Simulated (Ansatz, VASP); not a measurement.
# Two plane-wave programs on W3N

```xyz
4
Lattice="3.7762 0.0000 0.0000 0.0000 3.7762 0.0000 0.0000 0.0000 3.7762" Properties=species:S:1:pos:R:3 pbc="T T T"
W     0.0000    1.8881    1.8881
W     1.8881    0.0000    1.8881
W     1.8881    1.8881    0.0000
N     0.0000    0.0000    0.0000
```

Alike in both runs: task relaxation of cell and atoms; functional PBE; k mesh 4 × 4 × 4; occupations gaussian, width 0.1 eV; no spin polarisation.

|  | VASP | Ansatz |
| --- | --- | --- |
| version | VASP 6.6.1 | Ansatz 0.2.0 |
| potentials or method | VASP PAW PBE potentials, release 64 (W_sv, N), cutoff 600 eV | scalar-relativistic, plane waves, PAW |
| valence electrons in the cell | 47 | 47 |

|  | VASP | Ansatz | Ansatz less VASP |
| --- | --- | --- | --- |
| gap on the k mesh at the Fermi level, each at its own relaxed structure (eV) | none | none | - |
| relaxed volume (Å³/atom) | 14.50 | 14.45 | -0.053 |
| relaxed cell length with the largest relative difference (Å) | 3.871 | 3.866 | -0.0047 |

A gap of «none» marks a metal or a gap that the smearing closes.

The k mesh is coarse, so the values compare programs but aren't converged. Spin-orbit coupling is off throughout.
